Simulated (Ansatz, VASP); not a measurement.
VO2: VASP beside Ansatz

INCAR

```
SYSTEM = VO2
  PREC = Accurate
  ENCUT = 600
  EDIFF = 1E-6
  ISMEAR = -1
  SIGMA = 0.05
  LREAL = .False.
  LASPH = .True.
  NELM = 200
  ALGO = Normal
  ISIF = 2
  LWAVE = .False.
  LCHARG = .False.
  ISPIN = 2
  MAGMOM = 2 2 0 0 0 0
  LORBIT = 11
  LMAXMIX = 4
  GGA = PS
  IVDW = 12
  NBANDS = 38
  GGA_COMPAT = .False.
```

Contents of KPOINTS:

```
Automatic mesh
0
Gamma
  6 6 9
  0 0 0
```

Contents of POSCAR:

```
VO2
1.0
    4.4769514558      0.0000000000      0.0000000000
    0.0000000000      4.4769514558      0.0000000000
    0.0000000000      0.0000000000      3.0240168340
V O
2 4
Direct
    0.5000000000      0.5000000000      0.5000000000
    0.0000000000      0.0000000000      0.0000000000
    0.2003580000      0.7996420000      0.5000000000
    0.7996420000      0.2003580000      0.5000000000
    0.7003580000      0.7003580000      0.0000000000
    0.2996420000      0.2996420000      0.0000000000
```

Contents of input.yaml:

```yaml
crystal:
  lattice:
    - [4.4769514558, 0.0, 0.0]
    - [0.0, 4.4769514558, 0.0]
    - [0.0, 0.0, 3.024016834]
  atoms:
    - { symbol: V, position: [0.5, 0.5, 0.5], spin: 2.0 }
    - { symbol: V, position: [0.0, 0.0, 0.0], spin: 2.0 }
    - { symbol: O, position: [0.200358, 0.799642, 0.5] }
    - { symbol: O, position: [0.799642, 0.200358, 0.5] }
    - { symbol: O, position: [0.700358, 0.700358, 0.0] }
    - { symbol: O, position: [0.299642, 0.299642, 0.0] }
hamiltonian:
  xc: pbesol
  pseudopotentials: { kind: paw }
  dispersion: d3bj
magnetization:
  spin_polarized: true
kpoints:
  mp_grid: { grid: [6, 6, 9] }
scf:
  occupations: { method: fermi_dirac, width: 0.05 }
output:
  forces: true
  stress: true
  eigenvalues: true
  write_density: true
  write_potential: true
  elf: true
  volumetric_format: npy
```

Alike in both runs: task single point; functional PBEsol; dispersion D3(BJ); k mesh 6 × 6 × 9; occupations fermi-dirac, width 0.05 eV; collinear spin.

|  | VASP | Ansatz |
| --- | --- | --- |
| version | VASP 6.6.1 | Ansatz 0.2.0 |
| potentials or method | VASP PAW PBE potentials, release 64 (V_sv, O) | Ansatz PAW |
| plane-wave cutoff (eV) | 600 | 420 |
| valence electrons in the cell | 50 | 50 |

|  | VASP | Ansatz | Ansatz less VASP |
| --- | --- | --- | --- |
| gap on the k mesh at the Fermi level (eV) | none | none | - |
| pressure (GPa) | -15.1 | -15.5 | -0.45 |
| traceless stress, the component that is largest in VASP (GPa) | -13.27 | -13.41 | -0.144 |
| rms of the force components (eV/Å) | 0.131 | 0.130 | -0.0005 |
| net moment per atom (μB) | 0.33 | 0.33 | 0.000 |
| size of the moment on the site where the two differ most (μB) | 1.07 | 0.84 | -0.229 |

VASP's potentials were made for PBE, not for PBEsol. Site moments also hang on the region over which each program counts them. Atom by atom the forces differ by 0.001 eV/Å (rms over components). A gap of «none» marks a metal or a gap that the smearing closes.
